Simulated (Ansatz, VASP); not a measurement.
## W: VASP beside Ansatz

```
CELL_PARAMETERS angstrom
-1.58448 1.58448 1.58448
1.58448 -1.58448 1.58448
1.58448 1.58448 -1.58448
ATOMIC_POSITIONS crystal
W 0.00000 0.00000 0.00000
```

Alike in both runs: functional r2SCAN; k mesh 16 × 16 × 16; occupations gaussian, width 0.1 eV; no spin polarisation.

Ansatz relaxed the structure, and its values are those at the end. VASP's run is a single point on that final structure, the one shown.

```csv
,VASP,Ansatz
version,VASP 6.6.1,Ansatz 0.2.0
potentials or method,"VASP PAW PBE potentials, release 64 (W_sv), cutoff 520 eV","scalar-relativistic, plane waves, PAW"
valence electrons in the cell,14,14
```

```tsv
	VASP	Ansatz	Ansatz less VASP
gap on the k mesh at the Fermi level (eV)	none	none	-
pressure (GPa)	1.1	0.0	-1.11
```

VASP's potentials were made for PBE, not for r2SCAN. A gap of «none» marks a metal or a gap that the smearing closes.

Neither program's run includes spin-orbit coupling.
